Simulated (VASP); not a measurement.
# Si2Ni (Fm-3m) in VASP: further runs, part 2 of 2

VASP 6.6.1.

### Step 3. Single point, PBE, collinear spin, ferromagnetic start

Contents of INCAR:

```
ALGO     = Normal         # electronic algorithm
EDIFF    = 1E-7           # SCF threshold, eV
ENCUT    = 520            # plane-wave cutoff, eV
GGA      = PE             # functional
ISIF     = 2              # what is computed and relaxed
ISMEAR   = 0              # smearing method
ISPIN    = 2              # spin polarisation
LASPH    = T              # aspherical terms in the spheres
LCHARG   = F              # write CHGCAR
LMAXMIX  = 4              # l up to which the mixer works
LORBIT   = 11             # projections on sites
LREAL    = F              # projectors in reciprocal space
LWAVE    = F              # write WAVECAR
MAGMOM   = 0 0 0.5        # initial moments
NBANDS   = 20             # bands
NELM     = 150            # most SCF steps
NUPDOWN  = 0.5            # fixed moment
PREC     = Accurate       # precision mode
SIGMA    = 0.15           # smearing width, eV
```

Contents of KPOINTS:

```
k-points
0
Gamma
  14 14 14
```

Contents of POSCAR:

```
Si2Ni
1.0
    0.0000000000      2.6675821510      2.6675821510
    2.6675821510      0.0000000000      2.6675821510
    2.6675821510      2.6675821510      0.0000000000
Si Ni
2 1
Direct
    0.2500000000      0.2500000000      0.2500000000
    0.7500000000      0.7500000000      0.7500000000
    0.0000000000      0.0000000000      0.0000000000
```

Potentials or basis: VASP PAW PBE potentials, release 64 (Si, Ni).

The run is started by

```console
cat potpaw_PBE.64/Si/POTCAR potpaw_PBE.64/Ni/POTCAR > POTCAR
mpirun -np 1 vasp_std > vasp.out
```

OUTCAR:

```text
EDIFF = 1E-7
   ENCUT = 520
   GGA = PE
   ISIF = 2
   ISMEAR = 0
   ISPIN = 2
   LASPH = T
   LORBIT = 11
   LREAL = F
   NELM = 150
   NUPDOWN = 0.5
   PREC = Accurate

 ion  position               nearest neighbor table
   1  0.250  0.250  0.250-   3 2.31   3 2.31   3 2.31   3 2.31   2 2.67   2 2.67   2 2.67   2 2.67
                             2 2.67   2 2.67
   2  0.750  0.750  0.750-   3 2.31   3 2.31   3 2.31   3 2.31   1 2.67   1 2.67   1 2.67   1 2.67
                             1 2.67   1 2.67
   3  0.000  0.000  0.000-   1 2.31   2 2.31   2 2.31   2 2.31   2 2.31   1 2.31   1 2.31   1 2.31

  LATTYP: Found a face centered cubic cell.
 ALAT       =     5.3351643020

  Lattice vectors:

 A1 = (   0.0000000000,   2.6675821510,   2.6675821510)
 A2 = (   2.6675821510,   0.0000000000,   2.6675821510)
 A3 = (   2.6675821510,   2.6675821510,   0.0000000000)

Analysis of symmetry for initial positions (statically):
=====================================================================
 Subroutine PRICEL returns:
 Original cell was already a primitive cell.
[... 1306 lines left out ...]

  FORCE on cell =-STRESS in cart. coord.  units (eV):
  Direction    XX          YY          ZZ          XY          YZ          ZX
  --------------------------------------------------------------------------------------
  -------------------------------------------------------------------------------------
  Total        2.6531480      2.6531480      2.6531480      0.0000000     -0.0000000      0.0000000
  in kB      111.9666431    111.9666431    111.9666431      0.0000000     -0.0000000      0.0000000
  external PRESSURE =     111.9666431 kB  Pullay stress =       0.0000000 kB

 VOLUME and BASIS-vectors are now :
 -----------------------------------------------------------------------------
  energy-cutoff  :      520.00
  volume of cell :       37.97
      direct lattice vectors                 reciprocal lattice vectors
     0.000000000  2.667582151  2.667582151    -0.187435652  0.187435652  0.187435652
     2.667582151  0.000000000  2.667582151     0.187435652 -0.187435652  0.187435652
     2.667582151  2.667582151  0.000000000     0.187435652  0.187435652 -0.187435652

 POSITION                                       TOTAL-FORCE (eV/Angst)
 -----------------------------------------------------------------------------------
      1.33379      1.33379      1.33379        -0.000000     -0.000000     -0.000000
      4.00137      4.00137      4.00137         0.000000      0.000000      0.000000
      0.00000      0.00000      0.00000         0.000000      0.000000      0.000000
 -----------------------------------------------------------------------------------
    total drift:                               -0.000000     -0.000000      0.000000

  FREE ENERGIE OF THE ION-ELECTRON SYSTEM (eV)
  ---------------------------------------------------
  free  energy   TOTEN  =       -17.1711932261 eV

  energy  without entropy=      -17.1624728847  energy(sigma->0) =      -17.16683306

 total charge

# of ion       s       p       d       tot
------------------------------------------
    1        0.740   0.871   0.000   1.611
    2        0.740   0.871   0.000   1.611
    3        0.581   0.847   8.479   9.908
--------------------------------------------------
tot          2.062   2.589   8.479  13.130

 magnetization (x)

# of ion       s       p       d       tot
------------------------------------------
    1        0.039   0.027   0.000   0.066
    2        0.039   0.027   0.000   0.066
    3        0.002   0.029   0.211   0.242
--------------------------------------------------
tot          0.080   0.084   0.211   0.375
```

Wall time 2.4 min (1 thread of Intel Xeon 6975P-C (Granite Rapids), shared host); peak memory 0.25 GiB.

What came out:

```
Free energy                                           : -17.1712 eV
Pressure                                              : 11.2 GPa
Net moment                                            : 0.50 μB per cell
Site moments                                          : Si +0.07; Ni +0.24 μB
Valence electrons inside the program's atomic spheres : Si 1.61; Ni 9.91
```

Caveat: the total moment is fixed, so each spin has its own Fermi level.

### Step 4. Single point, PBE, collinear spin, ferromagnetic start

Contents of INCAR:

```
SYSTEM = Si2Ni
ALGO = Normal
EDIFF = 1E-7
ENCUT = 520
GGA = PE
ISIF = 2
ISMEAR = 0
ISPIN = 2
LASPH = .TRUE.
LCHARG = .FALSE.
LMAXMIX = 4
LORBIT = 11
LREAL = .FALSE.
LWAVE = .FALSE.
MAGMOM = 0 0 0.625
NBANDS = 20
NELM = 150
NUPDOWN = 0.625
PREC = Accurate
SIGMA = 0.15
```

Contents of KPOINTS:

```
k-points
0
G
  14 14 14
  0 0 0
```

POSCAR is that of step 3.

The run is started by

```console
cat potpaw_PBE.64/Si/POTCAR potpaw_PBE.64/Ni/POTCAR > POTCAR
mpirun -np 1 vasp_std > vasp.out
```

It took 2.6 min on 1 thread of Intel Xeon 6975P-C (Granite Rapids), shared host; peak memory 0.25 GiB.

It converged, with:

* Free energy: -17.0883 eV
* Pressure: 12.0 GPa
* Net moment: 0.62 μB per cell
* Site moments: Si +0.08; Ni +0.30 μB
* Valence electrons inside the program's atomic spheres: Si 1.61; Ni 9.90

Caveat: the total moment is fixed, so each spin has its own Fermi level.

### Step 5. Single point, PBE, collinear spin, ferromagnetic start

Contents of INCAR:

```
SYSTEM = Si2Ni
  PREC = Accurate
  ENCUT = 520
  EDIFF = 1E-6
  ISMEAR = 0
  SIGMA = 0.15
  LREAL = .FALSE.
  LASPH = .TRUE.
  NELM = 150
  ALGO = Normal
  ISIF = 2
  LWAVE = .FALSE.
  LCHARG = .FALSE.
  ISPIN = 2
  MAGMOM = 0 0 0.875
  LORBIT = 11
  NUPDOWN = 0.875
  LMAXMIX = 4
  GGA = PE
  NBANDS = 20
```

Contents of KPOINTS:

```
Automatic mesh
0
G
  14 14 14
  0 0 0
```

POSCAR is that of step 4.

The run is started by

```console
cat potpaw_PBE.64/Si/POTCAR potpaw_PBE.64/Ni/POTCAR > POTCAR
mpirun -np 1 vasp_std > vasp.out
```

It took 2.1 min on 1 thread of Intel Xeon 6975P-C (Granite Rapids), shared host; peak memory 0.25 GiB.

It converged, with:

```
Free energy                                           : -16.8745 eV
Pressure                                              : 13.6 GPa
Net moment                                            : 0.87 μB per cell
Site moments                                          : Si +0.11; Ni +0.40 μB
Valence electrons inside the program's atomic spheres : Si 1.62; Ni 9.90
```

Caveat: the total moment is fixed, so each spin has its own Fermi level.

### Step 6. Single point, PBE, collinear spin, ferromagnetic start

Contents of INCAR:

```
PREC = Accurate
ENCUT = 520
EDIFF = 1E-6
ISMEAR = 0
SIGMA = 0.15
LREAL = False
LASPH = True
NELM = 150
ALGO = Normal
ISIF = 2
LWAVE = False
LCHARG = False
ISPIN = 2
MAGMOM = 0 0 0.125
LORBIT = 11
NUPDOWN = 0.125
LMAXMIX = 4
GGA = PE
NBANDS = 20
```

Contents of KPOINTS:

```
Automatic mesh
0
Gamma
  14 14 14
```

POSCAR is that of step 5.

Potentials or basis: VASP PAW PBE potentials, release 64 (Si, Ni).

The run is started by

```console
cat potpaw_PBE.64/Si/POTCAR potpaw_PBE.64/Ni/POTCAR > POTCAR
mpirun -np 1 vasp_std > vasp.out
```

Wall time 2.3 min (1 thread of Intel Xeon 6975P-C (Granite Rapids), shared host); peak memory 0.25 GiB.

The run converged. Its results:

* Free energy: -17.2943 eV
* Pressure: 10.2 GPa
* Net moment: 0.12 μB per cell
* Site moments: Si +0.02; Ni +0.07 μB
* Valence electrons inside the program's atomic spheres: Si 1.61; Ni 9.91

Caveat: the total moment is fixed, so each spin has its own Fermi level.

### Step 7. The runs side by side

```tsv
fixed moment (μB)	pressure (GPa)	moment (μB)
0.75	12.8	0.75
0.5	11.2	0.50
0.625	12.0	0.62
0.875	13.6	0.87
0.125	10.2	0.12
```

Alike in all rows: task single point; level PBE; potentials or basis VASP PAW PBE potentials, release 64 (Si, Ni); spin collinear, ferromagnetic start; cell as given; k mesh 14 × 14 × 14; cutoff (eV) 520; smearing gaussian 0.15 eV.

Caveats: the total moment is fixed, so each spin has its own Fermi level.

Total energies depend on the potentials used, so only differences within one code and one set of settings carry meaning.
